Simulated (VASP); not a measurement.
A run of VASP 6.6.1:

File INCAR:

```
SYSTEM = SrO
PREC     = Accurate       ! precision mode
ENCUT    = 520            ! plane-wave cutoff, eV
EDIFF    = 1E-6           ! SCF threshold, eV
ISMEAR   = 0              ! smearing method
SIGMA    = 0.01           ! smearing width, eV
LREAL    = .False.        ! projectors in reciprocal space
LASPH    = .True.         ! aspherical terms in the spheres
NELM     = 80             ! most SCF steps
ALGO     = Normal         ! electronic algorithm
ISIF     = 2              ! what is computed and relaxed
LWAVE    = .False.        ! write WAVECAR
LCHARG   = .False.        ! write CHGCAR
GGA      = PS             ! functional
NBANDS   = 15             ! bands
```

Contents of KPOINTS:

```
regular mesh
0
Gamma
  8 8 8
  0 0 0
```

File POSCAR:

```
SrO
1.0
    2.5742511026      2.5742511026      0.0000000000
   -2.5742511026      2.5742511026      0.0000000000
    0.0000000000      2.5742511026      2.5537595515
Sr O
1 1
Direct
    0.5000000000      0.5000000000      0.0000000000
    0.0000000000      0.0000000000      0.0000000000
```

Potentials or basis: VASP PAW PBE potentials, release 64 (Sr_sv, O).

Run with:

```sh
$ cat potpaw_PBE.64/Sr_sv/POTCAR potpaw_PBE.64/O/POTCAR > POTCAR
$ mpirun -np 1 vasp_std > vasp.out
```

Hardware: 1 thread of AMD EPYC 9R45 96-Core Processor (Zen 5), on a shared host.

Q: How long does it take, and how much memory?

A: Wall time 16 s on 1 thread of AMD EPYC 9R45 96-Core Processor (Zen 5), on a shared host, peak memory 0.15 GiB. Counts: scf iterations 13, k points 59.
